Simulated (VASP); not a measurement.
# GaS3 (P6_3/mmc) in VASP: further runs, part 2 of 2

VASP 6.6.1.

### Step 5. Relaxation of cell and atoms, PBE

This run uses another cell than the first one, of 18.81 Å³/atom.

Contents of INCAR:

```
SYSTEM = GaS3
ALGO     = Normal         ! electronic algorithm
EDIFF    = 1E-7           ! SCF threshold, eV
EDIFFG   = -0.04          ! ionic threshold
ENCUT    = 600            ! plane-wave cutoff, eV
GGA      = PE             ! functional
IBRION   = 2              ! ionic algorithm
ISIF     = 3              ! what is computed and relaxed
ISMEAR   = 0              ! smearing method
LASPH    = .True.         ! aspherical terms in the spheres
LCHARG   = .False.        ! write CHGCAR
LREAL    = .False.        ! projectors in reciprocal space
LWAVE    = .False.        ! write WAVECAR
NELM     = 60             ! most SCF steps
NSW      = 90             ! ionic steps
PREC     = Accurate       ! precision mode
SIGMA    = 0.1            ! smearing width, eV
```

Contents of KPOINTS:

```
k-points
0
Gamma
  3 3 6
  0 0 0
```

Contents of POSCAR:

```
GaS3
1.0
    7.2254833371      0.0000000000      0.0000000000
   -3.6127416685      6.2574521245      0.0000000000
    0.0000000000      0.0000000000      3.3281270624
Ga S
2 6
Direct
    0.3333333333      0.6666666667      0.2500000000
    0.6666666667      0.3333333333      0.7500000000
    0.8130069542      0.6260139085      0.2500000000
    0.1869930458      0.8130069542      0.7500000000
    0.3739860915      0.1869930458      0.2500000000
    0.1869930458      0.3739860915      0.7500000000
    0.8130069542      0.1869930458      0.2500000000
    0.6260139085      0.8130069542      0.7500000000
```

Potentials or basis: VASP PAW PBE potentials, release 64 (Ga_d, S).

On the command line:

```
cat potpaw_PBE.64/Ga_d/POTCAR potpaw_PBE.64/S/POTCAR > POTCAR
mpirun -np 1 vasp_std > vasp.out
```

OUTCAR:

```text
SYSTEM = GaS3
   EDIFF = 1E-7
   EDIFFG = -0.04
   ENCUT = 600
   GGA = PE
   IBRION = 2
   ISIF = 3
   ISMEAR = 0
   LASPH = .True.
   LREAL = .False.
   NELM = 60
   NSW = 90
   PREC = Accurate

 ion  position               nearest neighbor table
   1  0.333  0.667  0.250-   4 2.47   4 2.47   6 2.47   6 2.47   8 2.47   8 2.47
   2  0.667  0.333  0.750-   7 2.47   7 2.47   3 2.47   3 2.47   5 2.47   5 2.47
   3  0.813  0.626  0.250-   2 2.47   2 2.47
   4  0.187  0.813  0.750-   1 2.47   1 2.47
   5  0.374  0.187  0.250-   2 2.47   2 2.47
   6  0.187  0.374  0.750-   1 2.47   1 2.47
   7  0.813  0.187  0.250-   2 2.47   2 2.47
   8  0.626  0.813  0.750-   1 2.47   1 2.47

  LATTYP: Found a hexagonal cell.
 ALAT       =     7.2254833371
 C/A-ratio  =     0.4606096101

  Lattice vectors:

 A1 = (   7.2254833371,   0.0000000000,   0.0000000000)
 A2 = (  -3.6127416685,   6.2574521245,   0.0000000000)
 A3 = (   0.0000000000,   0.0000000000,   3.3281270624)

Analysis of symmetry for initial positions (statically):
=====================================================================
 Subroutine PRICEL returns:
 Original cell was already a primitive cell.

 Routine SETGRP: Setting up the symmetry group for a
 hexagonal supercell.

 Subroutine GETGRP returns: Found 24 space group operations
 (whereof 12 operations were pure point group operations)
 out of a pool of 24 trial point group operations.

The static configuration has the point symmetry D_3d.
 The point group associated with its full space group is D_6h.

Analysis of symmetry for dynamics (positions and initial velocities):
=====================================================================
 Subroutine PRICEL returns:
 Original cell was already a primitive cell.

[... 188 lines left out ...]
 -----------------------------------------------------------------------------------
    total drift:                               -0.000000      0.000000      0.000000

  FREE ENERGIE OF THE ION-ELECTRON SYSTEM (eV)
  ---------------------------------------------------
  free  energy   TOTEN  =       -28.0936365002 eV

  energy  without entropy=      -28.0583190786  energy(sigma->0) =      -28.07597779

--------------------------------------- Ionic step        2  -------------------------------------------

 number of electron      61.9999999 magnetization

 Free energy of the ion-electron system (eV)
  ---------------------------------------------------
  ext. energy  EPLUGINS =         0.00000000
  ---------------------------------------------------
  free energy    TOTEN  =       -28.10002794 eV

  energy without entropy =      -28.06372529  energy(sigma->0) =      -28.08187662

 E-fermi :   4.9935     XC(G=0): -10.2249

 val. band max:        4.9763890877   @ k =   0.3333  -0.0000   0.0000
 cond. band min:       4.9977095672   @ k =   0.3333  -0.0000   0.1667
 fundamental gap:      0.0213204795
 Fermi energy:         4.9934649079

 k-point     1 :       0.0000    0.0000    0.0000
  band No.  band energies     occupation
      1     -10.0253      2.00000
      2      -9.6591      2.00000
      3      -9.6591      2.00000
      4      -9.6560      2.00000
      5      -9.5875      2.00000
      6      -9.5875      2.00000
[... 469 lines left out ...]
     36       7.6676      0.00000
     37       9.7635      0.00000

------------------------ aborting loop because EDIFF is reached ----------------------------------------

  FORCE on cell =-STRESS in cart. coord.  units (eV):
  Direction    XX          YY          ZZ          XY          YZ          ZX
  --------------------------------------------------------------------------------------
  -------------------------------------------------------------------------------------
  Total       -0.2882933     -0.2882933      0.0813857     -0.0000000      0.0000000     -0.0000000
  in kB       -3.0662031     -3.0662031      0.8655949     -0.0000000      0.0000000     -0.0000000
  external PRESSURE =      -1.7556038 kB  Pullay stress =       0.0000000 kB

 VOLUME and BASIS-vectors are now :
 -----------------------------------------------------------------------------
  energy-cutoff  :      600.00
  volume of cell :      150.64
      direct lattice vectors                 reciprocal lattice vectors
     7.204583954 -0.000000000  0.000000000     0.138800520  0.080136518 -0.000000000
    -3.602291977  6.239352727  0.000000000     0.000000000  0.160273035  0.000000000
     0.000000000 -0.000000000  3.351164127    -0.000000000 -0.000000000  0.298403767

 POSITION                                       TOTAL-FORCE (eV/Angst)
 -----------------------------------------------------------------------------------
     -0.00000      4.15957      0.83779         0.000000      0.000000      0.000000
      3.60229      2.07978      2.51337         0.000000      0.000000     -0.000000
      3.60229      3.90523      0.83779         0.000000      0.006032      0.000000
     -1.58088      5.07229      2.51337        -0.005224      0.003016      0.000000
      2.02141      1.16706      0.83779        -0.005224     -0.003016     -0.000000
      0.00000      2.33412      2.51337        -0.000000     -0.006032     -0.000000
      5.18317      1.16706      0.83779         0.005224     -0.003016     -0.000000
      1.58088      5.07229      2.51337         0.005224      0.003016      0.000000
 -----------------------------------------------------------------------------------
    total drift:                               -0.000000      0.000000      0.000000

  FREE ENERGIE OF THE ION-ELECTRON SYSTEM (eV)
  ---------------------------------------------------
  free  energy   TOTEN  =       -28.1000279398 eV

  energy  without entropy=      -28.0637252931  energy(sigma->0) =      -28.08187662

 reached required accuracy - stopping structural energy minimisation
```

OSZICAR:

```text
N       E                     dE             d eps       ncg     rms          rms(c)
DAV:   1     0.640048177876E+03    0.64005E+03   -0.30285E+04   953   0.231E+03
DAV:   2     0.726224847399E+02   -0.56743E+03   -0.55157E+03  1000   0.610E+02
DAV:   3    -0.219736118516E+02   -0.94596E+02   -0.91042E+02  1131   0.176E+02
DAV:   4    -0.281439210232E+02   -0.61703E+01   -0.57817E+01  1096   0.442E+01
[... 18 lines left out ...]
DAV:   6    -0.281000270875E+02   -0.95155E-06   -0.17458E-05  1162   0.244E-02    0.829E-03
DAV:   7    -0.281000276293E+02   -0.54185E-06   -0.38854E-06  1183   0.131E-02    0.253E-03
DAV:   8    -0.281000277948E+02   -0.16542E-06   -0.85048E-07   934   0.521E-03    0.211E-03
DAV:   9    -0.281000279201E+02   -0.12529E-06   -0.95251E-08   602   0.190E-03    0.299E-04
DAV:  10    -0.281000279398E+02   -0.19711E-07   -0.21649E-08   524   0.187E-03
   2 F= -.28100028E+02 E0= -.28081877E+02  d E =-.639144E-02
```

CONTCAR:

```text
GaS3
   1.00000000000000
     7.2045839535735583   -0.0000000000001670    0.0000000000000000
    -3.6022919767370687    6.2393527274431833    0.0000000000000000
     0.0000000000000000   -0.0000000000000000    3.3511641269541572
  Ga              S
     2     6
Direct
     0.3333333332999970    0.6666666667000030    0.2500000000000000
     0.6666666667000030    0.3333333332999970    0.7500000000000000
     0.8129515700536233    0.6259031402072485    0.2500000000000000
     0.1870484299463767    0.8129515700536233    0.7500000000000000
     0.3740968597927515    0.1870484299463767    0.2500000000000000
     0.1870484299463767    0.3740968597927515    0.7500000000000000
     0.8129515700536233    0.1870484299463767    0.2500000000000000
     0.6259031402072485    0.8129515700536233    0.7500000000000000

  0.00000000E+00  0.00000000E+00  0.00000000E+00
  0.00000000E+00  0.00000000E+00  0.00000000E+00
  0.00000000E+00  0.00000000E+00  0.00000000E+00
  0.00000000E+00  0.00000000E+00  0.00000000E+00
  0.00000000E+00  0.00000000E+00  0.00000000E+00
  0.00000000E+00  0.00000000E+00  0.00000000E+00
  0.00000000E+00  0.00000000E+00  0.00000000E+00
  0.00000000E+00  0.00000000E+00  0.00000000E+00
```

Wall time 3.8 min (1 thread of Intel Xeon 8259CL, shared host); peak memory 0.35 GiB.

What came out:

* Free energy: -28.1000 eV
* Relaxed volume: 18.83 Å³/atom
* Relaxed cell: a = 7.205 Å, b = 7.205 Å, c = 3.351 Å, α = 90.00°, β = 90.00°, γ = 120.00°
* Space group after relaxing (to 0.1 Å): P6_3/mmc (No. 194)
* Energy gained by relaxing: 0.8 meV/atom
* Ionic steps: 2
* Pressure after relaxing: -0.2 GPa
* Largest force after relaxing: 0.006 eV/Å
* Band gap on the k mesh: zero (bands 31 and 32 overlap by 0.93 eV)

Forces on the atoms (eV/Å):
```
Ga   0.000  0.000  0.000
Ga   0.000  0.000  0.000
S    0.000  0.006  0.000
S   -0.005  0.003  0.000
S   -0.005 -0.003  0.000
S    0.000 -0.006  0.000
S    0.005 -0.003  0.000
S    0.005  0.003  0.000
```

Step by step:
| step | energy change (eV) | largest force (eV/Å) | pressure (GPa) | volume (Å³) |
| --- | --- | --- | --- | --- |
| 1 | 0.0000 | 0.0144 | 0.07 | 150.47 |
| 2 | -0.0064 | 0.0060 | -0.18 | 150.64 |

Final structure:
```
Ga S
1.0
     7.20458    0.00000    0.00000
    -3.60229    6.23935    0.00000
     0.00000    0.00000    3.35116
Ga S
2 6
Direct
  0.33333 0.66667 0.25000
  0.66667 0.33333 0.75000
  0.81295 0.62590 0.25000
  0.18705 0.81295 0.75000
  0.37410 0.18705 0.25000
  0.18705 0.37410 0.75000
  0.81295 0.18705 0.25000
  0.62590 0.81295 0.75000
```

Levels at points of the mesh, in eV from the Fermi level:
```csv
k point,band 29,band 30,band 31,band 32,band 33,band 34
"(0.00, 0.00, 0.00)",-0.70,0.07,0.07,0.45,0.45,1.93
"(0.00, 0.00, 0.50)",-0.92,-0.92,-0.38,-0.38,-0.38,-0.38
```

### Step 6. Overview

| task | cell | k mesh | cutoff (eV) | gap on the mesh (eV) | pressure (GPa) | relaxed volume (Å³/atom) | largest force (eV/Å) |
| --- | --- | --- | --- | --- | --- | --- | --- |
| single point | a = 7.180, b = 7.180, c = 3.358 Å, angles 90.0, 90.0, 120.0°, 8 atoms, atomic positions A | 3 × 3 × 6 | 520 | none | 0.0 | - | 0.03 |
| relaxation of cell and atoms | relaxed from a = 6.176, b = 6.176, c = 4.957 Å, angles 90.0, 90.0, 120.0°, 8 atoms, atomic positions B | 3 × 3 × 4 | 600 | none | -0.2 | 18.93 | 0.02 |
| single point | a = 7.133, b = 7.133, c = 3.360 Å, angles 90.0, 90.0, 120.0°, 8 atoms, atomic positions C | 6 × 6 × 12 | 520 | none | 0.0 | - | 0.01 |
| relaxation of cell and atoms | relaxed from a = 7.225, b = 7.225, c = 3.328 Å, angles 90.0, 90.0, 120.0°, 8 atoms, atomic positions A | 3 × 3 × 6 | 600 | none | -0.2 | 18.83 | 0.01 |

Alike in all rows: level PBE; potentials or basis VASP PAW PBE potentials, release 64 (Ga_d, S); no spin polarisation; smearing gaussian 0.1 eV.

Caveats: some runs use coarse meshes; a cell axis changed by over 15 % at a fixed basis, so the end point is rough (at least some runs).

Total energies depend on the potentials used, so only differences within one code and one set of settings carry meaning.
